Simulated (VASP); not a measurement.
# H (Cmcm) in VASP: further runs

Runs on H. Level: PBE. Tasks: single point, relaxation of shape and atoms at fixed volume.

Program: VASP 6.6.1. These are calculated values, not measurements. Logs are shortened: lines on timing, memory, paths and dates and some standing lists are left out, and cuts for length are marked.

## (1) The cell of the first run

Symmetry: Cmcm, No. 63, orthorhombic system. Conventional cell: a = 3.546 Å, b = 5.702 Å, c = 6.776 Å, α = 90.00°, β = 90.00°, γ = 90.00°. H (site symmetry m) has 1 H at 0.75 Å within 1.0 Å.

## (2) Single point, PBE

Contents of INCAR:

```
PREC = Accurate ; ENCUT = 520
EDIFF = 1E-7 ; ISMEAR = 0
SIGMA = 0.02 ; LREAL = F
LASPH = T ; NELM = 100
ALGO = Normal ; ISIF = 2
LWAVE = F ; LCHARG = F
GGA = PE ; NBANDS = 10
```

Contents of KPOINTS:

```
Automatic mesh
0
Gamma
  8 8 4
```

Contents of POSCAR:

```
H
1.0
    1.7729926622     -2.8512311772      0.0000000000
    1.7729926622      2.8512311772      0.0000000000
    0.0000000000      0.0000000000      6.7755532558
H
4
Direct
    0.5539446126      0.4460553874      0.9682845208
    0.4460553874      0.5539446126      0.0317154792
    0.4460553874      0.5539446126      0.4682845208
    0.5539446126      0.4460553874      0.5317154792
```

Potentials or basis: VASP PAW PBE potentials, release 64 (H).

Command:

```console
$ cat potpaw_PBE.64/H/POTCAR > POTCAR
$ mpirun -np 1 vasp_std > vasp.out
```

OUTCAR:

```text
PREC = Accurate
   ENCUT = 520
   EDIFF = 1E-7
   ISMEAR = 0
   LREAL = F
   LASPH = T
   NELM = 100
   ISIF = 2
   GGA = PE

 ion  position               nearest neighbor table
   1  0.554  0.446  0.968-   2 0.75
   2  0.446  0.554  0.032-   1 0.75
   3  0.446  0.554  0.468-   4 0.75
   4  0.554  0.446  0.532-   3 0.75

  LATTYP: Found a base centered orthorhombic cell.
 ALAT       =     3.5459853244
 B/A-ratio  =     1.6081460674
 C/A-ratio  =     1.9107674274

  Lattice vectors:

 A1 = (   1.7729926622,  -2.8512311772,   0.0000000000)
 A2 = (   1.7729926622,   2.8512311772,   0.0000000000)
 A3 = (   0.0000000000,   0.0000000000,   6.7755532558)

Analysis of symmetry for initial positions (statically):
=====================================================================
 Subroutine PRICEL returns:
 Original cell was already a primitive cell.

 Routine SETGRP: Setting up the symmetry group for a
 base centered orthorhombic supercell.

 Subroutine GETGRP returns: Found  8 space group operations
 (whereof  4 operations were pure point group operations)
 out of a pool of  8 trial point group operations.

The static configuration has the point symmetry C_2h.
 The point group associated with its full space group is D_2h.

Analysis of symmetry for dynamics (positions and initial velocities):
=====================================================================
 Subroutine PRICEL returns:
 Original cell was already a primitive cell.

 Routine SETGRP: Setting up the symmetry group for a
 base centered orthorhombic supercell.

 Subroutine GETGRP returns: Found  8 space group operations
 (whereof  4 operations were pure point group operations)
 out of a pool of  8 trial point group operations.

The dynamic configuration has the point symmetry C_2h.
 The point group associated with its full space group is D_2h.

 Subroutine INISYM returns: Found  8 space group operations
 (whereof  4 operations are pure point group operations),
 and found     1 'primitive' translations

----------------------------------------------------------------------------------------

                                     Primitive cell

  volume of cell :      68.5037

  direct lattice vectors                    reciprocal lattice vectors
     1.772992662 -2.851231177  0.000000000     0.282009063 -0.175362841  0.000000000
     1.772992662  2.851231177  0.000000000     0.282009063  0.175362841  0.000000000
     0.000000000  0.000000000  6.775553256     0.000000000  0.000000000  0.147589424

  length of vectors
     3.357532160  3.357532160  6.775553256     0.332086190  0.332086190  0.147589424

  position of ions in fractional coordinates (direct lattice)
     0.553944613  0.446055387  0.968284521
     0.446055387  0.553944613  0.031715479
     0.446055387  0.553944613  0.468284521
     0.553944613  0.446055387  0.531715479

  ion indices of the primitive-cell ions
   primitive index   ion index
                 1           1
                 2           2
                 3           3
                 4           4

----------------------------------------------------------------------------------------

 KPOINTS: Automatic mesh

Automatic generation of k-mesh.
 Grid dimensions read from file:
 generate k-points for:    8    8    4

 Generating k-lattice:

  Cartesian coordinates                     Fractional coordinates (reciprocal lattice)
     0.035251133 -0.021920355  0.000000000     0.125000000 -0.000000000  0.000000000
     0.035251133  0.021920355  0.000000000    -0.000000000  0.125000000  0.000000000
     0.000000000  0.000000000  0.036897356     0.000000000  0.000000000  0.250000000

  Length of vectors
     0.041510774  0.041510774  0.036897356

  Shift w.r.t. Gamma in fractional coordinates (k-lattice)
     0.000000000  0.000000000  0.000000000

 Subroutine IBZKPT returns following result:
 ===========================================

 Found     63 irreducible k-points:

 Following reciprocal coordinates:
            Coordinates               Weight
  0.000000  0.000000  0.000000      1.000000
  0.125000  0.000000  0.000000      4.000000
  0.250000  0.000000  0.000000      4.000000
  0.375000 -0.000000  0.000000      4.000000
  0.500000  0.000000  0.000000      2.000000
  0.125000  0.125000  0.000000      2.000000
[... 16 lines left out ...]
  0.125000  0.000000  0.250000      8.000000
  0.250000  0.000000  0.250000      8.000000
 [... further k-points ...]
   k-points           NKPTS =     63   k-points in BZ     NKDIM =     63   number of bands    NBANDS=     10
   number of dos      NEDOS =    301   number of ions     NIONS =      4
   total plane-waves  NPLWV =  39200
   dimension x,y,z NGX =    28 NGY =   28 NGZ =   50
   dimension x,y,z NGXF=    56 NGYF=   56 NGZF=  100
   ions per type =               4
   NGX,Y,Z   is equivalent  to a cutoff of  13.86, 13.86, 12.27 a.u.
   NGXF,Y,Z  is equivalent  to a cutoff of  27.73, 27.73, 24.54 a.u.
 SYSTEM =  unknown system
   PREC   = accura    normal or accurate (medium, high low for compatibility)
   ISTART =      0    job   : 0-new  1-cont  2-samecut
   ICHARG =      2    charge: 1-file 2-atom 10-const
   ISPIN  =      1    spin polarized calculation?
   LNONCOLLINEAR =      F non collinear calculations
   LSORBIT =      F    spin-orbit coupling
   LASPH  =      T    aspherical Exc in radial PAW
   ENCUT  =  520.0 eV  38.22 Ry    6.18 a.u.   6.24  6.24 12.60*2*pi/ulx,y,z
   NELM   =    100;   NELMIN=  2; NELMDL= -5     # of ELM steps
   EDIFF  = 0.1E-06   stopping-criterion for ELM
   LREAL  =      F    real-space projection
   EDIFFG = 0.1E-05   stopping-criterion for IOM
   NSW    =      0    number of steps for IOM
   IBRION =     -1    ionic relax: 0-MD 1-quasi-New 2-CG
   NFREE  =      0    steps in history (QN), initial steepest desc. (CG)
   ISIF   =      2    stress and relaxation
   ISYM   =      2    0-nonsym 1-usesym 2-fastsym
   POTIM  = 0.5000    time-step for ionic-motion
   TEBEG  =    0.0;   TEEND  =   0.0 temperature during run
   PSTRESS=    0.0 pullay stress
   NELECT =       4.0000    total number of electrons
   NUPDOWN=      -1.0000    fix difference up-down
   EMIN   =  10.00;   EMAX   =-10.00  energy-range for DOS
   EFERMI =   0.00;   METHOD = LEGACY
   ISMEAR =     0;   SIGMA  =   0.02  broadening in eV -4-tet -1-fermi 0-gaus
   EFERMI_NEDOS =   21; number of points for ismear=-14 and -15
   IALGO  =     38    algorithm
   IMIX   =      4    mixing-type and parameters
     AMIX     =   0.40;   BMIX     =  1.00
     AMIX_MAG =   1.60;   BMIX_MAG =  1.00
  volume/ion in A,a.u.               =      17.13       115.57
  Fermi-wavevector in a.u.,A,eV,Ry     =   0.635121  1.200206  5.488308  0.403379
  Thomas-Fermi vector in A             =   1.699348
   LORBIT       =      0    0 simple, 1 ext, 2 COOP (PROOUT), +10 PAW based schemes
   GGA     = PE    functional components
   LHFCALC =     F    Hartree Fock is set to
   AEXX    =    0.0000 exact exchange contribution
   IVDW    =     0    specifies the selected vdW correction
   LEPSILON=     F    determine dielectric tensor
   LRPA    =     F    only Hartree local field effects (RPA)
 non-spin polarized calculation
 Gauss-broadening in eV      SIGMA  =   0.02
  energy-cutoff  :      520.00
  volume of cell :       68.50
 maximum number of plane-waves:      1865
 NGX is ok and might be reduce to    28
   NGX = 13   NGY = 13   NGZ = 25

 number of electron       3.9999998 magnetization

 Free energy of the ion-electron system (eV)
  ---------------------------------------------------
  ext. energy  EPLUGINS =         0.00000000
  ---------------------------------------------------
  free energy    TOTEN  =       -13.57479234 eV

  energy without entropy =      -13.57479234  energy(sigma->0) =      -13.57479234

 E-fermi :  -8.8087     XC(G=0):  -4.4334

 val. band max:       -8.9053289519   @ k =   0.5000   0.5000   0.0000
 cond. band min:      -0.0979952515   @ k =   0.0000   0.0000   0.0000
 fundamental gap:      8.8073337004
 Fermi energy:        -8.8086716470

 k-point     1 :       0.0000    0.0000    0.0000
  band No.  band energies     occupation
      1     -10.2618      2.00000
      2      -9.7255      2.00000
      3      -0.0980      0.00000
      4       2.6636      0.00000
      5       6.2219      0.00000
      6       6.7151      0.00000
      7       8.1094      0.00000
      8      10.5930      0.00000
      9      10.9034      0.00000
     10      10.9174      0.00000

 k-point     2 :       0.1250    0.0000    0.0000
  band No.  band energies     occupation
      1     -10.1599      2.00000
      2      -9.6407      2.00000
      3       0.1286      0.00000
      4       2.4613      0.00000
      5       5.5176      0.00000
      6       6.8505      0.00000
      7       7.4914      0.00000
      8       9.4844      0.00000
      9      10.4460      0.00000
     10      11.5686      0.00000

 k-point     3 :       0.2500    0.0000    0.0000
  band No.  band energies     occupation
      1      -9.8973      2.00000
      2      -9.4251      2.00000
      3       0.7338      0.00000
      4       1.9200      0.00000
      5       4.1885      0.00000
      6       6.6036      0.00000
      7       7.1303      0.00000
      8       8.2191      0.00000
      9       9.7971      0.00000
     10      10.2796      0.00000

 k-point     4 :       0.3750   -0.0000    0.0000
  band No.  band energies     occupation
      1      -9.6065      2.00000
      2      -9.1917      2.00000
      3       0.8095      0.00000
      4       2.1670      0.00000
      5       3.0985      0.00000
      6       6.1331      0.00000
      7       6.7202      0.00000
      8       7.3656      0.00000
      9       7.8875      0.00000
     10      10.1616      0.00000

 k-point     5 :       0.5000    0.0000    0.0000
  band No.  band energies     occupation
      1      -9.4760      2.00000
      2      -9.0887      2.00000
      3       0.5368      0.00000
      4       2.6860      0.00000
      5       2.9452      0.00000
      6       5.3749      0.00000
      7       6.2130      0.00000
      8       7.3725      0.00000
      9       7.4479      0.00000
     10       9.8719      0.00000

 k-point     6 :       0.1250    0.1250    0.0000
  band No.  band energies     occupation
      1      -9.9960      2.00000
      2      -9.5070      2.00000
      3       0.5638      0.00000
      4       2.2104      0.00000
      5       5.3247      0.00000
      6       6.0367      0.00000
      7       6.1349      0.00000
      8       8.7708      0.00000
      9       9.5477      0.00000
     10      10.8468      0.00000
[... 183 lines left out ...]
 k-point    21 :       0.5000    0.5000    0.0000
  band No.  band energies     occupation
      1      -9.2686      2.00000
      2      -8.9053      2.00000
      3       0.0451      0.00000
      4       1.9049      0.00000
      5       3.8352      0.00000
      6       5.5646      0.00000
      7       5.9748      0.00000
      8       7.4018      0.00000
      9       9.2569      0.00000
     10       9.3749      0.00000

 k-point    22 :       0.0000    0.0000    0.2500
  band No.  band energies     occupation
      1     -10.1908      2.00000
      2      -9.8125      2.00000
      3       0.2538      0.00000
      4       2.1958      0.00000
      5       6.1516      0.00000
      6       6.5279      0.00000
      7       8.3581      0.00000
      8       9.6282      0.00000
      9      11.0868      0.00000
     10      12.2384      0.00000

 k-point    23 :       0.1250    0.0000    0.2500
  band No.  band energies     occupation
      1     -10.0908      2.00000
      2      -9.7246      2.00000
      3       0.4604      0.00000
      4       2.1377      0.00000
      5       5.4561      0.00000
      6       6.1352      0.00000
      7       8.0399      0.00000
      8       9.2590      0.00000
      9      10.5661      0.00000
     10      11.8370      0.00000

 k-point    24 :       0.2500    0.0000    0.2500
  band No.  band energies     occupation
      1      -9.8338      2.00000
      2      -9.5007      2.00000
      3       0.9910      0.00000
      4       1.8660      0.00000
      5       4.1422      0.00000
      6       5.5218      0.00000
      7       7.6576      0.00000
      8       8.4770      0.00000
      9       9.5853      0.00000
     10       9.9935      0.00000

 [... further k-points ...]

------------------------ aborting loop because EDIFF is reached ----------------------------------------

  FORCE on cell =-STRESS in cart. coord.  units (eV):
  Direction    XX          YY          ZZ          XY          YZ          ZX
  --------------------------------------------------------------------------------------
  -------------------------------------------------------------------------------------
  Total       -0.0390390     -0.0659728     -0.0457089      0.0000000      0.0000000      0.0000000
  in kB       -0.9130519     -1.5429842     -1.0690492      0.0000000      0.0000000      0.0000000
  external PRESSURE =      -1.1750284 kB  Pullay stress =       0.0000000 kB

 VOLUME and BASIS-vectors are now :
 -----------------------------------------------------------------------------
  energy-cutoff  :      520.00
  volume of cell :       68.50
      direct lattice vectors                 reciprocal lattice vectors
     1.772992662 -2.851231177  0.000000000     0.282009063 -0.175362841  0.000000000
     1.772992662  2.851231177  0.000000000     0.282009063  0.175362841  0.000000000
     0.000000000  0.000000000  6.775553256     0.000000000  0.000000000  0.147589424

 POSITION                                       TOTAL-FORCE (eV/Angst)
 -----------------------------------------------------------------------------------
      1.77299     -0.30762      6.56066         0.000000      0.007431      0.005160
      1.77299      0.30762      0.21489         0.000000     -0.007431     -0.005160
      1.77299      0.30762      3.17289         0.000000     -0.007431      0.005160
      1.77299     -0.30762      3.60267         0.000000      0.007431     -0.005160
 -----------------------------------------------------------------------------------
    total drift:                                0.000000      0.000000     -0.000000

  FREE ENERGIE OF THE ION-ELECTRON SYSTEM (eV)
  ---------------------------------------------------
  free  energy   TOTEN  =       -13.5747923444 eV

  energy  without entropy=      -13.5747923444  energy(sigma->0) =      -13.57479234
```

Run time: 35 s. Hardware: 1 thread of AMD EPYC 7R43 (Zen 3), shared host; peak memory 0.15 GiB.

What came out:

| Item | Value |
| --- | --- |
| Free energy | -13.5748 eV |
| Pressure | -0.1 GPa |
| Largest force | 0.009 eV/Å |
| Band gap on the k mesh | 8.81 eV, indirect (least direct gap 8.95 eV) |

Forces in eV/Å, atoms in the order of the input:
```
H    0.000  0.007  0.005
H    0.000 -0.007 -0.005
H    0.000 -0.007  0.005
H    0.000  0.007 -0.005
```

A k mesh can miss the band edges.

## (3) Single point, PBE (volume scaled by 1.03, then relaxed in part)

Contents of INCAR:

```
PREC = Accurate
ENCUT = 520
EDIFF = 1E-7
ISMEAR = 0
SIGMA = 0.02
LREAL = F
LASPH = T
NELM = 80
ALGO = Normal
ISIF = 2
LWAVE = F
LCHARG = T
GGA = PE
LELF = T
LVHAR = T
NBANDS = 10
```

KPOINTS is that of step 2.

Contents of POSCAR:

```
H
1.0
    1.7909166752     -2.8780330163      0.0000000000
    1.7909166752      2.8780330163      0.0000000000
    0.0000000000      0.0000000000      6.8446336076
H
4
Direct
    0.5534732956      0.4465267044      0.9685967872
    0.4465267044      0.5534732956      0.0314032128
    0.4465267044      0.5534732956      0.4685967872
    0.5534732956      0.4465267044      0.5314032128
```

Potentials or basis: VASP PAW PBE potentials, release 64 (H).

Command:

```console
$ cat potpaw_PBE.64/H/POTCAR > POTCAR
$ mpirun -np 1 vasp_std > vasp.out
```

Wall time 39 s (1 thread of AMD EPYC 7R43 (Zen 3), shared host); peak memory 0.16 GiB.

The run converged. Its results:

```
Free energy            : -13.5751 eV
Pressure               : -0.1 GPa
Largest force          : 0.020 eV/Å
Band gap on the k mesh : 8.84 eV, indirect (least direct gap 8.99 eV)
```

Forces on the atoms (eV/Å):
```
H    0.000  0.016  0.011
H    0.000 -0.016 -0.011
H    0.000 -0.016  0.011
H    0.000  0.016 -0.011
```

Levels at points of the mesh, in eV from the valence-band top:
```tsv
k point	band 1	band 2	band 3	band 4	band 5	band 6	band 7
(0.00, 0.00, 0.00)	-1.28	-0.78	8.84	11.46	15.02	15.44	16.87
(0.50, 0.00, 0.00)	-0.54	-0.17	9.46	11.57	11.82	14.21	14.98
(0.50, 0.50, 0.00)	-0.34	0.00	8.99	10.80	12.70	14.40	14.77
(0.00, 0.00, 0.50)	-1.05	-1.05	10.05	10.05	15.00	15.00	17.65
(0.50, 0.00, 0.50)	-0.36	-0.36	10.21	10.21	13.07	13.07	16.26
(0.50, 0.50, 0.50)	-0.18	-0.18	9.68	9.68	13.78	13.78	16.88
```

## (4) Single point, PBE (volume scaled by 1.06, then relaxed in part)

Contents of INCAR:

```
SYSTEM = H
ALGO = Normal
EDIFF = 1E-6
ENCUT = 520
GGA = PE
ISIF = 2
ISMEAR = 0
LASPH = .True.
LCHARG = .True.
LELF = .True.
LREAL = .False.
LVHAR = .True.
LWAVE = .False.
NBANDS = 10
NELM = 60
PREC = Accurate
SIGMA = 0.02
```

Contents of KPOINTS:

```
k-points
0
Gamma
  8 8 4
  0 0 0
```

Contents of POSCAR:

```
H
1.0
    1.8085467845     -2.9041557625      0.0000000000
    1.8085467845      2.9041557625      0.0000000000
    0.0000000000      0.0000000000      6.9125827670
H
4
Direct
    0.5530013786      0.4469986214      0.9689102578
    0.4469986214      0.5530013786      0.0310897422
    0.4469986214      0.5530013786      0.4689102578
    0.5530013786      0.4469986214      0.5310897422
```

Command:

```console
$ cat potpaw_PBE.64/H/POTCAR > POTCAR
$ mpirun -np 1 vasp_std > vasp.out
```

Run time: 38 s. Hardware: 1 thread of AMD EPYC 7R43 (Zen 3), shared host; peak memory 0.16 GiB.

The run converged. Its results:

- Free energy: -13.5753 eV
- Pressure: -0.2 GPa
- Largest force: 0.019 eV/Å
- Band gap on the k mesh: 8.88 eV, indirect (least direct gap 9.02 eV)

Forces on the atoms (eV/Å):
```
H    0.000  0.016  0.011
H    0.000 -0.016 -0.011
H    0.000 -0.016  0.011
H    0.000  0.016 -0.011
```

Levels at points of the mesh, in eV from the valence-band top:
```tsv
k point	band 1	band 2	band 3	band 4	band 5	band 6	band 7
(0.00, 0.00, 0.00)	-1.22	-0.74	8.88	11.37	14.92	15.27	16.73
(0.50, 0.00, 0.00)	-0.51	-0.17	9.49	11.54	11.80	14.14	14.85
(0.50, 0.50, 0.00)	-0.32	0.00	9.02	10.80	12.66	14.33	14.66
(0.00, 0.00, 0.50)	-0.99	-0.99	10.03	10.03	14.86	14.86	17.49
(0.50, 0.00, 0.50)	-0.35	-0.35	10.21	10.21	13.00	13.00	16.13
(0.50, 0.50, 0.50)	-0.17	-0.17	9.70	9.70	13.71	13.71	16.75
```

(Part 1 of 2 ends here.)
